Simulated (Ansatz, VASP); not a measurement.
## Two plane-wave programs on SiC

```
CELL_PARAMETERS angstrom
3.09694 0.00000 0.00000
0.00000 3.09694 0.00000
0.00000 0.00000 27.04425
ATOMIC_POSITIONS crystal
C 0.00000 0.50000 0.27732
C 0.50000 0.00000 0.35830
C 0.00000 0.50000 0.43927
C 0.50000 0.00000 0.52024
C 0.00000 0.50000 0.60122
C 0.50000 0.00000 0.68219
Si 0.50000 0.50000 0.31781
Si 0.00000 0.00000 0.39878
Si 0.50000 0.50000 0.47976
Si 0.00000 0.00000 0.56073
Si 0.50000 0.50000 0.64170
Si 0.00000 0.00000 0.72268
```

Alike in both runs: task single point; functional PBE; k mesh 9 × 9 × 1; occupations gaussian, width 0.05 eV; no spin polarisation.

```csv
,VASP,Ansatz
version,VASP 6.6.1,Ansatz 0.2.0
potentials or method,"VASP PAW PBE potentials, release 64 (C, Si), cutoff 520 eV","scalar-relativistic, plane waves, PAW"
valence electrons in the cell,48,48
```

```tsv
	VASP	Ansatz	Ansatz less VASP
gap on the k mesh at the Fermi level (eV)	none	none	-
rms of the force components (eV/Å)	0.482	0.483	+0.0010
```

A gap of «none» marks a metal or a gap that the smearing closes.
